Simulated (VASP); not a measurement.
Here is a VASP 6.6.1 calculation.

File INCAR:

```
ALGO     = Normal         # electronic algorithm
EDIFF    = 1E-6           # SCF threshold, eV
ENCUT    = 520            # plane-wave cutoff, eV
GGA      = PS             # functional
ISIF     = 2              # what is computed and relaxed
ISMEAR   = 0              # smearing method
LASPH    = True           # aspherical terms in the spheres
LCHARG   = False          # write CHGCAR
LREAL    = False          # projectors in reciprocal space
LWAVE    = False          # write WAVECAR
NBANDS   = 28             # bands
NELM     = 80             # most SCF steps
PREC     = Accurate       # precision mode
SIGMA    = 0.01           # smearing width, eV
```

File KPOINTS:

```
k-points
0
Gamma
  6 6 6
```

POSCAR

```
SrTiO3
1.0
    3.8911204622      0.0000000000      0.0000000000
    0.0000000000      3.8911204622      0.0000000000
    0.0000000000      0.0000000000      3.8911204622
Sr Ti O
1 1 3
Direct
    0.5000000000      0.5000000000      0.5000000000
    0.0000000000      0.0000000000      0.0000000000
    0.5000000000      0.0000000000      0.0000000000
    0.0000000000      0.5000000000      0.0000000000
    0.0000000000      0.0000000000      0.5000000000
```

Potentials or basis: VASP PAW PBE potentials, release 64 (Sr_sv, Ti_sv, O).

Launch:

```sh
$ cat potpaw_PBE.64/Sr_sv/POTCAR potpaw_PBE.64/Ti_sv/POTCAR potpaw_PBE.64/O/POTCAR > POTCAR
$ mpirun -np 1 vasp_std > vasp.out
```

Problem. Predict the pressure.

Solution. 0.7 GPa.

Problem. Predict the band gap on the k mesh.

Solution. 1.82 eV, indirect (least direct gap 2.17 eV).

Caveat: the PAW data sets were made with another functional, which shifts forces and pressure a little. A hybrid or GW would open this gap; PBEsol tends to underestimate it.
